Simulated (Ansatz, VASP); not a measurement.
One calculation of Cd5S, two programs

```
CELL_PARAMETERS angstrom
-2.92954 2.92954 8.44124
2.92954 -2.92954 8.44124
2.92954 2.92954 -8.44124
ATOMIC_POSITIONS crystal
Cd 0.31151 0.45153 0.50000
Cd 0.68849 0.54847 0.50000
Cd 0.18849 0.68849 0.14002
Cd 0.81151 0.31151 0.85998
Cd 0.95153 0.81151 0.50000
Cd 0.04847 0.18849 0.50000
Cd 0.45153 0.95153 0.14002
Cd 0.54847 0.04847 0.85998
Cd 0.00000 0.00000 0.00000
Cd 0.50000 0.50000 0.00000
S 0.75000 0.75000 0.00000
S 0.25000 0.25000 0.00000
```

Alike in both runs: functional PBE; k mesh 8 × 8 × 8; occupations gaussian, width 0.1 eV; no spin polarisation.

Ansatz relaxed the structure, and its values are those at the end. VASP's run is a single point on that final structure, the one shown.

|  | VASP | Ansatz |
| --- | --- | --- |
| version | VASP 6.6.1 | Ansatz 0.2.0 |
| potentials or method | VASP PAW PBE potentials, release 64 (Cd, S), cutoff 500 eV | scalar-relativistic, plane waves, PAW |
| valence electrons in the cell | 132 | 212 |

```tsv
	VASP	Ansatz	Ansatz less VASP
gap on the k mesh at the Fermi level (eV)	none	none	-
pressure (GPa)	0.2	0.0	-0.24
```

A gap of «none» marks a metal or a gap that the smearing closes. With one functional, cell and mesh, what is left measures potentials, basis and numerics. VASP's potentials hold 132 valence electrons a cell and Ansatz's 212, so a difference there can come from the potentials and not from the codes.
